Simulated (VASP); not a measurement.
# Ge3N (P-4m2) in VASP: a series of runs, part 2 of 3

VASP 6.6.1. The steps go on from the part before.

## 4. Relaxation of cell and atoms, PBE

This run uses another cell than the first one, of 18.89 Å³/atom, 1.051 times its volume.

The input, INCAR:

```
PREC     = Accurate       # precision mode
ENCUT    = 600            # plane-wave cutoff, eV
EDIFF    = 1E-7           # SCF threshold, eV
ISMEAR   = 0              # smearing method
SIGMA    = 0.1            # smearing width, eV
LREAL    = False          # projectors in reciprocal space
LASPH    = True           # aspherical terms in the spheres
NELM     = 60             # most SCF steps
ALGO     = Normal         # electronic algorithm
ISIF     = 3              # what is computed and relaxed
LWAVE    = False          # write WAVECAR
LCHARG   = False          # write CHGCAR
GGA      = PE             # functional
IBRION   = 2              # ionic algorithm
NSW      = 90             # ionic steps
EDIFFG   = -0.04          # ionic threshold
```

The input, KPOINTS:

```
regular mesh
0
Gamma
  6 6 4
```

The input, POSCAR:

```
Ge3N
1.0
    3.7380562900      0.0000000000      0.0000000000
    0.0000000000      3.7380562900      0.0000000000
    0.0000000000      0.0000000000      5.4063948800
Ge N
3 1
Direct
    0.0000000000      0.5000000000      0.0333752000
    0.5000000000      0.0000000000      0.9666248000
    0.5000000000      0.5000000000      0.5000000000
    0.0000000000      0.0000000000      0.0000000000
```

Potentials or basis: VASP PAW PBE potentials, release 64 (Ge_d, N).

The run is started by

```console
$ cat potpaw_PBE.64/Ge_d/POTCAR potpaw_PBE.64/N/POTCAR > POTCAR
$ mpirun -np 1 vasp_std > vasp.out
```

OUTCAR:

```text
PREC = Accurate
   ENCUT = 600
   EDIFF = 1E-7
   ISMEAR = 0
   LREAL = False
   LASPH = True
   NELM = 60
   ISIF = 3
   GGA = PE
   IBRION = 2
   NSW = 90
   EDIFFG = -0.04

 ion  position               nearest neighbor table
   1  0.000  0.500  0.033-   4 1.88   4 1.88   2 2.67   2 2.67   2 2.67   2 2.67
   2  0.500  0.000  0.967-   4 1.88   4 1.88   1 2.67   1 2.67   1 2.67   1 2.67
   3  0.500  0.500  0.500-
   4  0.000  0.000  0.000-   1 1.88   2 1.88   1 1.88   2 1.88

  LATTYP: Found a simple tetragonal cell.
 ALAT       =     3.7380562900
 C/A-ratio  =     1.4463117890

  Lattice vectors:

 A1 = (   3.7380562900,   0.0000000000,   0.0000000000)
 A2 = (   0.0000000000,   3.7380562900,   0.0000000000)
 A3 = (   0.0000000000,   0.0000000000,   5.4063948800)

Analysis of symmetry for initial positions (statically):
=====================================================================
 Subroutine PRICEL returns:
 Original cell was already a primitive cell.

 Routine SETGRP: Setting up the symmetry group for a
 simple tetragonal supercell.

 Subroutine GETGRP returns: Found  8 space group operations
 (whereof  8 operations were pure point group operations)
 out of a pool of 16 trial point group operations.

The static configuration has the point symmetry D_2d.

Analysis of symmetry for dynamics (positions and initial velocities):
=====================================================================
 Subroutine PRICEL returns:
 Original cell was already a primitive cell.

 Routine SETGRP: Setting up the symmetry group for a
 simple tetragonal supercell.

 Subroutine GETGRP returns: Found  8 space group operations
 (whereof  8 operations were pure point group operations)
 out of a pool of 16 trial point group operations.

The dynamic configuration has the point symmetry D_2d.

 Subroutine INISYM returns: Found  8 space group operations
 (whereof  8 operations are pure point group operations),
 and found     1 'primitive' translations

----------------------------------------------------------------------------------------

                                     Primitive cell

  volume of cell :      75.5439

  direct lattice vectors                    reciprocal lattice vectors
     3.738056290  0.000000000  0.000000000     0.267518711  0.000000000  0.000000000
     0.000000000  3.738056290  0.000000000     0.000000000  0.267518711  0.000000000
     0.000000000  0.000000000  5.406394880     0.000000000  0.000000000  0.184966141

  length of vectors
     3.738056290  3.738056290  5.406394880     0.267518711  0.267518711  0.184966141

  position of ions in fractional coordinates (direct lattice)
     0.000000000  0.500000000  0.033375200
     0.500000000  0.000000000  0.966624800
     0.500000000  0.500000000  0.500000000
     0.000000000  0.000000000  0.000000000

  ion indices of the primitive-cell ions
   primitive index   ion index
                 1           1
                 2           2
                 3           3
                 4           4

----------------------------------------------------------------------------------------

 KPOINTS: regular mesh

Automatic generation of k-mesh.
 Grid dimensions read from file:
 generate k-points for:    6    6    4

 Generating k-lattice:

  Cartesian coordinates                     Fractional coordinates (reciprocal lattice)
     0.044586452  0.000000000  0.000000000     0.166666667  0.000000000  0.000000000
     0.000000000  0.044586452  0.000000000     0.000000000  0.166666667  0.000000000
     0.000000000  0.000000000  0.046241535     0.000000000  0.000000000  0.250000000

  Length of vectors
     0.044586452  0.044586452  0.046241535

  Shift w.r.t. Gamma in fractional coordinates (k-lattice)
     0.000000000  0.000000000  0.000000000

 Subroutine IBZKPT returns following result:
 ===========================================

 Found     30 irreducible k-points:

 Following reciprocal coordinates:
            Coordinates               Weight
  0.000000  0.000000  0.000000      1.000000
  0.166667  0.000000  0.000000      4.000000
  0.333333  0.000000  0.000000      4.000000
  0.500000  0.000000  0.000000      2.000000
  0.166667  0.166667  0.000000      4.000000
  0.333333  0.166667  0.000000      8.000000
[... 16 lines left out ...]
  0.333333  0.000000  0.500000      4.000000
  0.500000  0.000000  0.500000      2.000000
 [... further k-points ...]
   k-points           NKPTS =     30   k-points in BZ     NKDIM =     30   number of bands    NBANDS=     28
   number of dos      NEDOS =    301   number of ions     NIONS =      4
   total plane-waves  NPLWV =  43200
   dimension x,y,z NGX =    30 NGY =   30 NGZ =   48
   dimension x,y,z NGXF=    60 NGYF=   60 NGZF=   96
   ions per type =               3   1
   NGX,Y,Z   is equivalent  to a cutoff of  13.34, 13.34, 14.76 a.u.
   NGXF,Y,Z  is equivalent  to a cutoff of  26.68, 26.68, 29.52 a.u.
 SYSTEM =  unknown system
   PREC   = accura    normal or accurate (medium, high low for compatibility)
   ISTART =      0    job   : 0-new  1-cont  2-samecut
   ICHARG =      2    charge: 1-file 2-atom 10-const
   ISPIN  =      1    spin polarized calculation?
   LNONCOLLINEAR =      F non collinear calculations
   LSORBIT =      F    spin-orbit coupling
   LASPH  =      T    aspherical Exc in radial PAW
   ENCUT  =  600.0 eV  44.10 Ry    6.64 a.u.   7.47  7.47 10.80*2*pi/ulx,y,z
   NELM   =     60;   NELMIN=  2; NELMDL= -5     # of ELM steps
   EDIFF  = 0.1E-06   stopping-criterion for ELM
   LREAL  =      F    real-space projection
   EDIFFG = -.4E-01   stopping-criterion for IOM
   NSW    =     90    number of steps for IOM
   IBRION =      2    ionic relax: 0-MD 1-quasi-New 2-CG
   NFREE  =      1    steps in history (QN), initial steepest desc. (CG)
   ISIF   =      3    stress and relaxation
   ISYM   =      2    0-nonsym 1-usesym 2-fastsym
   POTIM  = 0.5000    time-step for ionic-motion
   TEBEG  =    0.0;   TEEND  =   0.0 temperature during run
   PSTRESS=    0.0 pullay stress
   NELECT =      47.0000    total number of electrons
   NUPDOWN=      -1.0000    fix difference up-down
   EMIN   =  10.00;   EMAX   =-10.00  energy-range for DOS
   EFERMI =   0.00;   METHOD = LEGACY
   ISMEAR =     0;   SIGMA  =   0.10  broadening in eV -4-tet -1-fermi 0-gaus
   EFERMI_NEDOS =   21; number of points for ismear=-14 and -15
   IALGO  =     38    algorithm
   IMIX   =      4    mixing-type and parameters
     AMIX     =   0.40;   BMIX     =  1.00
     AMIX_MAG =   1.60;   BMIX_MAG =  1.00
  volume/ion in A,a.u.               =      18.89       127.45
  Fermi-wavevector in a.u.,A,eV,Ry     =   1.397572  2.641029 26.575015  1.953209
  Thomas-Fermi vector in A             =   2.520815
   LORBIT       =      0    0 simple, 1 ext, 2 COOP (PROOUT), +10 PAW based schemes
   GGA     = PE    functional components
   LHFCALC =     F    Hartree Fock is set to
   AEXX    =    0.0000 exact exchange contribution
   IVDW    =     0    specifies the selected vdW correction
   LEPSILON=     F    determine dielectric tensor
   LRPA    =     F    only Hartree local field effects (RPA)
 conjugate gradient relaxation of ions
 non-spin polarized calculation
 Gauss-broadening in eV      SIGMA  =   0.10
  energy-cutoff  :      600.00
  volume of cell :       75.54
 maximum number of plane-waves:      2546
 NGX is ok and might be reduce to    30
   NGX = 15   NGY = 15   NGZ = 21

--------------------------------------- Ionic step        1  -------------------------------------------

 number of electron      46.9999969 magnetization

 Free energy of the ion-electron system (eV)
  ---------------------------------------------------
  ext. energy  EPLUGINS =         0.00000000
  ---------------------------------------------------
  free energy    TOTEN  =       -16.76632715 eV

  energy without entropy =      -16.76013385  energy(sigma->0) =      -16.76323050

------------------------ aborting loop because EDIFF is reached ----------------------------------------

  FORCE on cell =-STRESS in cart. coord.  units (eV):
  Direction    XX          YY          ZZ          XY          YZ          ZX
  --------------------------------------------------------------------------------------
  -------------------------------------------------------------------------------------
  Total       10.8300159     10.8300159     -3.1923902      0.0000000     -0.0000000      0.0000000
  in kB      229.6890232    229.6890232    -67.7059933      0.0000000     -0.0000000      0.0000000
  external PRESSURE =     130.5573511 kB  Pullay stress =       0.0000000 kB
[... 1602 lines left out ...]
     27      13.1377      0.00000
     28      16.2662      0.00000

 [... further k-points ...]

[... ionic steps 4 to 30 ...]

--------------------------------------- Ionic step       31  -------------------------------------------

 number of electron      46.9999984 magnetization

------------------------ aborting loop because EDIFF is reached ----------------------------------------
[... 71 lines left out ...]
--------------------------------------- Ionic step       33  -------------------------------------------

 number of electron      46.9999986 magnetization

 Free energy of the ion-electron system (eV)
  ---------------------------------------------------
  ext. energy  EPLUGINS =         0.00000000
  ---------------------------------------------------
  free energy    TOTEN  =       -20.27798659 eV

  energy without entropy =      -20.27340947  energy(sigma->0) =      -20.27569803

 E-fermi :   5.4429     XC(G=0): -10.4517

 val. band max:        5.3104662039   @ k =   0.5000   0.0000   0.0000
 cond. band min:       5.4479566928   @ k =   0.5000   0.1667   0.2500
 fundamental gap:      0.1374904890
 Fermi energy:         5.4428965260
[... 775 lines left out ...]
  FREE ENERGIE OF THE ION-ELECTRON SYSTEM (eV)
  ---------------------------------------------------
  free  energy   TOTEN  =       -20.2779865937 eV

  energy  without entropy=      -20.2734094658  energy(sigma->0) =      -20.27569803

 reached required accuracy - stopping structural energy minimisation
```

It took 46 min on 1 thread of AMD EPYC 7R13 (Zen 3), shared host; peak memory 0.22 GiB.

Results:

```
Free energy                            : -20.2780 eV
Relaxed volume                         : 17.95 Å³/atom
Relaxed cell                           : a = 3.824 Å, b = 3.824 Å, c = 4.911 Å, α = 90.00°, β = 90.00°, γ = 90.00°
Space group after relaxing (to 0.05 Å) : P-4m2 (No. 115)
Energy gained by relaxing              : 877.9 meV/atom
Ionic steps                            : 33
Pressure after relaxing                : 0.0 GPa
```

The path:
```
step  energy change (eV)  largest force (eV/Å)  pressure (GPa)  volume (Å³)
   1              0.0000                1.8423           13.06        75.54
   2             -1.0759                0.8069           -6.94        92.85
   3             -1.1280                0.9895           -4.17        88.84
   4             -1.4975                1.1607           -4.34        83.76
   5             -2.3359                1.2760           -2.04        71.41
   6             -0.4922                0.9231           46.88        47.10
   7             -2.3705                1.0766            2.15        65.96
   8             -2.4385                0.7760            8.34        60.39
   9             -2.5683                0.2666            5.25        60.95
  10             -2.5704                0.1676            4.69        61.04
  11             -2.6209                0.2860            1.49        63.18
  12             -2.6318                0.3778           -0.81        65.03
  13             -2.6510                0.4475           -0.68        65.23
  14             -2.7299                0.7097           -0.42        65.77
  15             -2.9438                0.9929            0.68        66.61
  16             -3.2692                1.1481            3.48        67.34
  17             -2.7692                1.3770           12.16        65.45
  18             -3.4177                0.4946            5.58        67.25
  19             -3.3847                0.0245            7.29        66.97
  20             -3.4114                0.2029            6.57        67.11
  21             -3.4209                0.1466            6.17        67.47
  22             -3.4351                0.0294            4.95        68.55
  23             -3.4353                0.0628            4.71        68.76
  24             -3.4455                0.0387            4.32        68.97
  25             -3.4715                0.0291            3.29        69.60
  26             -3.5024                0.1471            1.29        70.88
  27             -3.4870                0.3341           -2.17        73.40
  28             -3.5083                0.2168           -0.04        71.77
  29             -3.5083                0.2121            0.07        71.71
  30             -3.5093                0.1765            0.05        71.73
  31             -3.5113                0.0693            0.01        71.77
  32             -3.5101                0.1467           -0.03        71.86
  33             -3.5117                0.0004            0.03        71.80
```

Final structure:
```
Ge N
1.0
     3.82363    0.00000    0.00000
     0.00000    3.82363    0.00000
     0.00000    0.00000    4.91121
Ge N
3 1
Cartesian
  0.0000 1.9118 0.9564
  1.9118 0.0000 3.9549
  1.9118 1.9118 2.4556
  0.0000 0.0000 0.0000
```

(Part 2 of 3 ends here.)
